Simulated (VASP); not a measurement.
A run of VASP 6.6.1 is set up as follows.

Contents of INCAR:

```
SYSTEM = Lu
  PREC = Accurate
  ENCUT = 600
  EDIFF = 1E-6
  ISMEAR = -1
  SIGMA = 0.1
  LREAL = .False.
  LASPH = .True.
  NELM = 120
  ALGO = Normal
  ISIF = 2
  LWAVE = .False.
  LCHARG = .True.
  GGA = PE
  LELF = .True.
  LVHAR = .True.
  NBANDS = 18
  GGA_COMPAT = .False.
```

KPOINTS

```
Automatic mesh
0
Gamma
  14 14 14
  0 0 0
```

Contents of POSCAR:

```
Lu
1.0
    0.0000000000      2.0351416745      2.0351416745
    2.0351416745      0.0000000000      2.0351416745
    2.0351416745      2.0351416745      0.0000000000
Lu
1
Direct
    0.0000000000      0.0000000000      0.0000000000
```

Potentials or basis: VASP PAW PBE potentials, release 64 (Lu).

Command:

```console
$ cat potpaw_PBE.64/Lu/POTCAR > POTCAR
$ mpirun -np 1 vasp_std > vasp.out
```

Predict the pressure.

61.0 GPa.

Estimate the band gap on the k mesh.

zero (an odd number of electrons rules out a gap without spin polarisation).

Caveat: the cell stands under pressure; spin-orbit coupling is left out, which moves the levels of the heavy elements.
